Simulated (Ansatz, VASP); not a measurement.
**One calculation of W3C, two programs**

```xyz
8
Lattice="2.7818 -7.2498 0.0000 2.7818 7.2498 0.0000 0.0000 0.0000 2.7721" Properties=species:S:1:pos:R:3 pbc="T T T"
W     2.7818    3.7231    2.0791
W     2.7818   -3.7231    0.6930
W     1.3087    1.2552    2.0791
W     4.2549   -1.2552    0.6930
W     1.3087   -1.2552    0.6930
W     4.2549    1.2552    2.0791
C     2.7818   -2.0786    2.0791
C     2.7818    2.0786    0.6930
```

Alike in both runs: functional PBE; k mesh 4 × 4 × 6; occupations gaussian, width 0.1 eV; no spin polarisation.

Ansatz relaxed the structure, and its values are those at the end. VASP's run is a single point on that final structure, the one shown.

```csv
,VASP,Ansatz
version,VASP 6.6.1,Ansatz 0.2.0
potentials or method,"VASP PAW PBE potentials, release 64 (W_sv, C), cutoff 520 eV","scalar-relativistic, plane waves, PAW"
valence electrons in the cell,92,92
```

```csv
,VASP,Ansatz,Ansatz less VASP
gap on the k mesh at the Fermi level (eV),none,none,-
pressure (GPa),0.6,0.0,-0.68
rms of the force components (eV/Å),0.022,0.007,-0.0147
```

A gap of «none» marks a metal or a gap that the smearing closes.

The k mesh is coarse, so the values compare programs but aren't converged. Neither program's run includes spin-orbit coupling.
